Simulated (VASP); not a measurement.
# Mg (P6_3/mmc) in VASP: a series of runs

Mg is run at these levels: PBE, PBEsol; tasks: single point.

Everything below comes from runs of VASP 6.6.1. Logs are shortened: lines on timing, memory, paths and dates and some standing lists are left out, and cuts for length are marked.

**1. The cell of the first run**

Symmetry: P6_3/mmc, No. 194, hexagonal system. Conventional cell: a = 3.186 Å, b = 3.186 Å, c = 10.514 Å, α = 90.00°, β = 90.00°, γ = 120.00°. Within 4.2 Å of Mg (site symmetry -6m2) lie 12 Mg at 3.19 to 3.21 Å. Within 4.2 Å of Mg (site symmetry -3m) lie 12 Mg at 3.19 to 3.21 Å.

**2. Single point, PBE**

The input, INCAR:

```
ALGO = Normal
EDIFF = 1E-6
ENCUT = 520
GGA = PE
ISIF = 2
ISMEAR = -1
LASPH = True
LCHARG = False
LREAL = False
LWAVE = False
NBANDS = 12
NELM = 80
PREC = Accurate
SIGMA = 0.05
```

The input, KPOINTS:

```
k-points
0
Gamma
  10 10 3
```

The input, POSCAR:

```
Mg
1.0
    3.1860270119      0.0000000000      0.0000000000
   -1.5930135060      2.7591803295      0.0000000000
    0.0000000000      0.0000000000     10.5142976466
Mg
4
Direct
    0.6666666667      0.3333333333      0.7500000000
    0.0000000000      0.0000000000      0.5000000000
    0.3333333333      0.6666666667      0.2500000000
    0.0000000000      0.0000000000      0.0000000000
```

Potentials or basis: VASP PAW PBE potentials, release 64 (Mg).

On the command line:

```sh
$ cat potpaw_PBE.64/Mg/POTCAR > POTCAR
$ mpirun -np 1 vasp_std > vasp.out
```

OUTCAR:

```text
EDIFF = 1E-6
   ENCUT = 520
   GGA = PE
   ISIF = 2
   ISMEAR = -1
   LASPH = True
   LREAL = False
   NELM = 80
   PREC = Accurate

 ion  position               nearest neighbor table
   1  0.667  0.333  0.750-   2 3.21   4 3.21   2 3.21   4 3.21   2 3.21   4 3.21
   2  0.000  0.000  0.500-   1 3.21   3 3.21   1 3.21   3 3.21   1 3.21   3 3.21
   3  0.333  0.667  0.250-   2 3.21   4 3.21   2 3.21   4 3.21   2 3.21   4 3.21
   4  0.000  0.000  0.000-   1 3.21   3 3.21   1 3.21   3 3.21   1 3.21   3 3.21

  LATTYP: Found a hexagonal cell.
 ALAT       =     3.1860270119
 C/A-ratio  =     3.3001282184

  Lattice vectors:

 A1 = (   3.1860270119,   0.0000000000,   0.0000000000)
 A2 = (  -1.5930135060,   2.7591803295,   0.0000000000)
 A3 = (   0.0000000000,   0.0000000000,  10.5142976466)

Analysis of symmetry for initial positions (statically):
=====================================================================
 Subroutine PRICEL returns:
 Original cell was already a primitive cell.

 Routine SETGRP: Setting up the symmetry group for a
 hexagonal supercell.

 Subroutine GETGRP returns: Found 24 space group operations
 (whereof 12 operations were pure point group operations)
 out of a pool of 24 trial point group operations.

The static configuration has the point symmetry D_3d.
 The point group associated with its full space group is D_6h.

Analysis of symmetry for dynamics (positions and initial velocities):
=====================================================================
 Subroutine PRICEL returns:
 Original cell was already a primitive cell.

 Routine SETGRP: Setting up the symmetry group for a
 hexagonal supercell.

 Subroutine GETGRP returns: Found 24 space group operations
 (whereof 12 operations were pure point group operations)
 out of a pool of 24 trial point group operations.

The dynamic configuration has the point symmetry D_3d.
 The point group associated with its full space group is D_6h.

 Subroutine INISYM returns: Found 24 space group operations
 (whereof 12 operations are pure point group operations),
 and found     1 'primitive' translations

----------------------------------------------------------------------------------------

                                     Primitive cell

  volume of cell :      92.4293

  direct lattice vectors                    reciprocal lattice vectors
     3.186027012  0.000000000  0.000000000     0.313870534  0.181213237  0.000000000
    -1.593013506  2.759180329  0.000000000     0.000000000  0.362426475  0.000000000
     0.000000000  0.000000000 10.514297647     0.000000000  0.000000000  0.095108588

  length of vectors
     3.186027012  3.186027012 10.514297647     0.362426475  0.362426475  0.095108588

  position of ions in fractional coordinates (direct lattice)
     0.666666667  0.333333333  0.750000000
     0.000000000  0.000000000  0.500000000
     0.333333333  0.666666667  0.250000000
     0.000000000  0.000000000  0.000000000

  ion indices of the primitive-cell ions
   primitive index   ion index
                 1           1
                 2           2
                 3           3
                 4           4

----------------------------------------------------------------------------------------

 KPOINTS: k-points

Automatic generation of k-mesh.
 Grid dimensions read from file:
 generate k-points for:   10   10    3

 Generating k-lattice:

  Cartesian coordinates                     Fractional coordinates (reciprocal lattice)
     0.031387053  0.018121324  0.000000000     0.100000000 -0.000000000  0.000000000
     0.000000000  0.036242647  0.000000000     0.000000000  0.100000000  0.000000000
     0.000000000  0.000000000  0.031702863     0.000000000  0.000000000  0.333333333

  Length of vectors
     0.036242647  0.036242647  0.031702863

  Shift w.r.t. Gamma in fractional coordinates (k-lattice)
     0.000000000  0.000000000  0.000000000

 Subroutine IBZKPT returns following result:
 ===========================================

 Found     28 irreducible k-points:

 Following reciprocal coordinates:
            Coordinates               Weight
  0.000000  0.000000  0.000000      1.000000
  0.100000 -0.000000  0.000000      6.000000
  0.200000 -0.000000  0.000000      6.000000
  0.300000 -0.000000  0.000000      6.000000
  0.400000 -0.000000  0.000000      6.000000
  0.500000  0.000000  0.000000      3.000000
[... 16 lines left out ...]
  0.300000  0.100000  0.333333     24.000000
  0.400000  0.100000  0.333333     24.000000
 [... further k-points ...]
   k-points           NKPTS =     28   k-points in BZ     NKDIM =     28   number of bands    NBANDS=     12
   number of dos      NEDOS =    301   number of ions     NIONS =      4
   total plane-waves  NPLWV =  46080
   dimension x,y,z NGX =    24 NGY =   24 NGZ =   80
   dimension x,y,z NGXF=    48 NGYF=   48 NGZF=  160
   ions per type =               4
   NGX,Y,Z   is equivalent  to a cutoff of  12.52, 12.52, 12.65 a.u.
   NGXF,Y,Z  is equivalent  to a cutoff of  25.05, 25.05, 25.30 a.u.
 SYSTEM =  unknown system
   PREC   = accura    normal or accurate (medium, high low for compatibility)
   ISTART =      0    job   : 0-new  1-cont  2-samecut
   ICHARG =      2    charge: 1-file 2-atom 10-const
   ISPIN  =      1    spin polarized calculation?
   LNONCOLLINEAR =      F non collinear calculations
   LSORBIT =      F    spin-orbit coupling
   LASPH  =      T    aspherical Exc in radial PAW
   ENCUT  =  520.0 eV  38.22 Ry    6.18 a.u.   5.92  5.92 19.55*2*pi/ulx,y,z
   NELM   =     80;   NELMIN=  2; NELMDL= -5     # of ELM steps
   EDIFF  = 0.1E-05   stopping-criterion for ELM
   LREAL  =      F    real-space projection
   EDIFFG = 0.1E-04   stopping-criterion for IOM
   NSW    =      0    number of steps for IOM
   IBRION =     -1    ionic relax: 0-MD 1-quasi-New 2-CG
   NFREE  =      0    steps in history (QN), initial steepest desc. (CG)
   ISIF   =      2    stress and relaxation
   ISYM   =      2    0-nonsym 1-usesym 2-fastsym
   POTIM  = 0.5000    time-step for ionic-motion
   TEBEG  =    0.0;   TEEND  =   0.0 temperature during run
   PSTRESS=    0.0 pullay stress
   NELECT =       8.0000    total number of electrons
   NUPDOWN=      -1.0000    fix difference up-down
   EMIN   =  10.00;   EMAX   =-10.00  energy-range for DOS
   EFERMI =   0.00;   METHOD = LEGACY
   ISMEAR =    -1;   SIGMA  =   0.05  broadening in eV -4-tet -1-fermi 0-gaus
   EFERMI_NEDOS =   21; number of points for ismear=-14 and -15
   IALGO  =     38    algorithm
   IMIX   =      4    mixing-type and parameters
     AMIX     =   0.40;   BMIX     =  1.00
     AMIX_MAG =   1.60;   BMIX_MAG =  1.00
  volume/ion in A,a.u.               =      23.11       155.94
  Fermi-wavevector in a.u.,A,eV,Ry     =   0.724161  1.368465  7.135012  0.524409
  Thomas-Fermi vector in A             =   1.814560
   LORBIT       =      0    0 simple, 1 ext, 2 COOP (PROOUT), +10 PAW based schemes
   GGA     = PE    functional components
[... 5 lines left out ...]
 non-spin polarized calculation
  energy-cutoff  :      520.00
  volume of cell :       92.43
 maximum number of plane-waves:      2508
 NGX is ok and might be reduce to    24
   NGX = 11   NGY = 11   NGZ = 39

 number of electron       8.0000000 magnetization

 Free energy of the ion-electron system (eV)
  ---------------------------------------------------
  ext. energy  EPLUGINS =         0.00000000
  ---------------------------------------------------
  free energy    TOTEN  =        -6.01129149 eV

  energy without entropy =       -5.99524241  energy(sigma->0) =       -6.00326695

 E-fermi :   2.7212     XC(G=0):  -8.4708

 val. band max:        2.6889534242   @ k =   0.4000   0.2000   0.0000
 cond. band min:       2.7215520861   @ k =   0.3000   0.3000   0.0000
 fundamental gap:      0.0325986619
 Fermi energy:         2.7211942717

 k-point     1 :       0.0000    0.0000    0.0000
  band No.  band energies     occupation
      1      -4.3043      2.00000
      2      -2.9483      2.00000
      3      -2.9480      2.00000
      4       0.8449      2.00000
      5       1.2075      2.00000
      6       7.3622      0.00000
      7       7.3691      0.00000
      8      13.6950      0.00000
      9      13.6950      0.00000
     10      13.7662      0.00000
     11      13.7662      0.00000
     12      14.4616      0.00000

 k-point     2 :       0.1000   -0.0000    0.0000
  band No.  band energies     occupation
      1      -4.1062      2.00000
      2      -2.7529      2.00000
      3      -2.7527      2.00000
      4       1.0263      2.00000
      5       1.4005      2.00000
      6       7.5142      0.00000
      7       7.5293      0.00000
      8      10.9360      0.00000
      9      11.9615      0.00000
     10      12.0389      0.00000
     11      12.2522      0.00000
     12      13.1743      0.00000

 k-point     3 :       0.2000   -0.0000    0.0000
  band No.  band energies     occupation
      1      -3.5144      2.00000
      2      -2.1693      2.00000
      3      -2.1692      2.00000
      4       1.5705      2.00000
      5       1.9691      2.00000
      6       7.5258      0.00000
      7       7.8915      0.00000
      8       8.4018      0.00000
      9       9.0724      0.00000
     10       9.2499      0.00000
     11      11.0917      0.00000
     12      11.5929      0.00000

 k-point     4 :       0.3000   -0.0000    0.0000
  band No.  band energies     occupation
      1      -2.5362      2.00000
      2      -1.2052      2.00000
      3      -1.2049      2.00000
      4       2.4776      1.98481
      5       2.8479      0.14710
      6       5.1453      0.00000
      7       6.2525      0.00000
      8       6.3500      0.00000
      9       8.9565      0.00000
     10       9.0220      0.00000
     11       9.7895      0.00000
     12       9.7940      0.00000

 k-point     5 :       0.4000   -0.0000    0.0000
  band No.  band energies     occupation
      1      -1.1838      2.00000
      2       0.1223      2.00000
      3       0.1241      2.00000
      4       2.5097      1.97132
      5       3.6673      0.00000
      6       3.7708      0.00000
      7       4.0109      0.00000
      8       4.6059      0.00000
      9       7.4246      0.00000
     10       7.8292      0.00000
     11       9.7687      0.00000
     12       9.8241      0.00000
[... 228 lines left out ...]
      1      -3.5606      2.00000
      2      -3.1099      2.00000
      3      -1.3280      2.00000
      4      -0.0151      2.00000
      5       3.4437      0.00000
      6       5.5234      0.00000
      7       9.3591      0.00000
      8       9.5817      0.00000
      9       9.9802      0.00000
     10      10.1059      0.00000
     11      10.5140      0.00000
     12      11.6490      0.00000

 k-point    22 :       0.2000    0.1000    0.3333
  band No.  band energies     occupation
      1      -2.7768      2.00000
      2      -2.3297      2.00000
      3      -0.5632      2.00000
      4       0.7361      2.00000
      5       4.1309      0.00000
      6       6.0238      0.00000
      7       6.8241      0.00000
      8       7.2219      0.00000
      9       8.4023      0.00000
     10       8.5687      0.00000
     11       9.3349      0.00000
     12      10.0537      0.00000

 k-point    23 :       0.3000    0.1000    0.3333
  band No.  band energies     occupation
      1      -1.6133      2.00000
      2      -1.1720      2.00000
      3       0.5669      2.00000
      4       1.8331      2.00000
      5       4.0003      0.00000
      6       4.4230      0.00000
      7       5.4496      0.00000
      8       6.1496      0.00000
      9       7.1479      0.00000
     10       7.2907      0.00000
     11       8.2214      0.00000
     12       8.5702      0.00000

 k-point    24 :       0.4000    0.1000    0.3333
  band No.  band energies     occupation
      1      -0.0867      2.00000
      2       0.3429      2.00000
      3       1.7433      2.00000
      4       1.8816      2.00000
      5       2.4700      1.98694
      6       3.3494      0.00001
      7       4.0574      0.00000
      8       5.2173      0.00000
      9       6.5917      0.00000
     10       7.3892      0.00000
     11       7.9753      0.00000
     12       8.6327      0.00000

 [... further k-points ...]
[... 5 lines left out ...]
  --------------------------------------------------------------------------------------
  -------------------------------------------------------------------------------------
  Total       -0.0705511     -0.0705511     -0.0706093      0.0000000     -0.0000000      0.0000000
  in kB       -1.2229390     -1.2229390     -1.2239467      0.0000000     -0.0000000      0.0000000
  external PRESSURE =      -1.2232749 kB  Pullay stress =       0.0000000 kB

 VOLUME and BASIS-vectors are now :
 -----------------------------------------------------------------------------
  energy-cutoff  :      520.00
  volume of cell :       92.43
      direct lattice vectors                 reciprocal lattice vectors
     3.186027012  0.000000000  0.000000000     0.313870534  0.181213237  0.000000000
    -1.593013506  2.759180329  0.000000000     0.000000000  0.362426475  0.000000000
     0.000000000  0.000000000 10.514297647     0.000000000  0.000000000  0.095108588

 POSITION                                       TOTAL-FORCE (eV/Angst)
 -----------------------------------------------------------------------------------
      1.59301      0.91973      7.88572        -0.000000      0.000000     -0.000000
      0.00000      0.00000      5.25715        -0.000000      0.000000      0.000000
     -0.00000      1.83945      2.62857         0.000000     -0.000000      0.000000
      0.00000      0.00000      0.00000        -0.000000      0.000000      0.000000
 -----------------------------------------------------------------------------------
    total drift:                               -0.000000     -0.000000      0.000000

  FREE ENERGIE OF THE ION-ELECTRON SYSTEM (eV)
  ---------------------------------------------------
  free  energy   TOTEN  =        -6.0112914890 eV

  energy  without entropy=       -5.9952424070  energy(sigma->0) =       -6.00326695
```

It took 37 s on 1 thread of Intel Xeon 8259CL, shared host; peak memory 0.2 GiB.

What came out:

- Free energy: -6.0113 eV
- Pressure: -0.1 GPa
- Band gap on the k mesh: zero (bands 4 and 5 overlap by 1.99 eV)

**3. Single point, PBEsol**

This run uses another cell than the first one, of 22.66 Å³/atom.

The input, INCAR:

```
SYSTEM = Mg
  ALGO = Normal
  EDIFF = 1E-7
  ENCUT = 520
  GGA = PS
  ISIF = 2
  ISMEAR = -1
  LASPH = .TRUE.
  LCHARG = .FALSE.
  LREAL = .FALSE.
  LWAVE = .FALSE.
  NBANDS = 12
  NELM = 100
  PREC = Accurate
  SIGMA = 0.05
```

The input, KPOINTS:

```
k-points
0
G
  10 10 3
  0 0 0
```

The input, POSCAR:

```
Mg
1.0
    3.1652125892      0.0000000000      0.0000000000
   -1.5826062946      2.7411545106      0.0000000000
    0.0000000000      0.0000000000     10.4462304971
Mg
4
Direct
    0.6666666667      0.3333333333      0.7500000000
    0.0000000000      0.0000000000      0.5000000000
    0.3333333333      0.6666666667      0.2500000000
    0.0000000000      0.0000000000      0.0000000000
```

Potentials or basis: VASP PAW PBE potentials, release 64 (Mg).

On the command line:

```sh
$ cat potpaw_PBE.64/Mg/POTCAR > POTCAR
$ mpirun -np 1 vasp_std > vasp.out
```

Run time: 36 s. Hardware: 1 thread of Intel Xeon 8259CL, shared host; peak memory 0.2 GiB.

It converged, with:

* Free energy: -6.8785 eV
* Pressure: 0.0 GPa
* Band gap on the k mesh: zero (bands 4 and 5 overlap by 1.98 eV)

Levels at points of the mesh, in eV from the Fermi level:
```tsv
k point	band 2	band 3	band 4	band 5	band 6	band 7
(0.00, 0.00, 0.00)	-5.73	-5.73	-1.91	-1.51	4.69	4.70
(0.50, 0.00, 0.00)	-2.21	-1.20	-1.16	-0.61	-0.57	2.62
```

Caveat: the PAW data sets were made with another functional, which shifts forces and pressure a little.

The gap in the log of VASP goes by the Fermi energy; the results here count the filled bands.